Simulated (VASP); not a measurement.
Write the native input for VASP 6.6.1 that does the following.

- Task: single point
- Functional: PBE
- Dispersion: D3(BJ)
- Potentials or basis: VASP PAW PBE potentials, release 64 (Pb_d, Se)
- Cutoff: 520 eV
- k mesh: 10 × 10 × 10
- Occupations: gaussian, width 0.03 eV
- Spin: no spin polarisation
- Dipole correction: no
- Further INCAR settings: ALGO = Normal; EDIFF = 1e-06; NBANDS = 17

The structure of PbSe lies in POSCAR:

```
PbSe
1.0
    0.0000000000      2.8923732923      3.0349672956
    2.8923732923      0.0000000000      3.0349672956
    2.8923732923      2.8923732923      0.0000000000
Pb Se
1 1
Direct
    0.0000000000      0.0000000000      0.0000000000
    0.5000000000      0.5000000000      0.5000000000
```

This cell differs from its parent crystal: volume 25.390 Å^3 an atom, c/a of the conventional cell 1.0493.

These files were run (other wordings do the same):

INCAR

```
ALGO = Normal ; EDIFF = 1E-6
ENCUT = 520 ; GGA = PE
ISIF = 2 ; ISMEAR = 0
IVDW = 12 ; LASPH = True
LCHARG = True ; LELF = True
LREAL = False ; LVHAR = True
LWAVE = False ; NBANDS = 17
NELM = 100 ; PREC = Accurate
SIGMA = 0.03
```

KPOINTS

```
k-points
0
Gamma
  10 10 10
```

Potentials or basis: VASP PAW PBE potentials, release 64 (Pb_d, Se).

Run with:

```sh
$ cat potpaw_PBE.64/Pb_d/POTCAR potpaw_PBE.64/Se/POTCAR > POTCAR
$ mpirun -np 1 vasp_std > vasp.out
```

It gave:

```json
{"Pressure": "9.1 GPa", "Band gap on the k mesh": "0.27 eV, direct", "Dispersion energy per atom": "-0.417 eV"}
```

Caveat: spin-orbit coupling is left out, which moves the levels of the heavy elements.

It took 65 s on 1 thread of Intel(R) Xeon(R) Platinum 8488C (Sapphire Rapids), with other jobs on the host, peak memory 0.24 GiB.
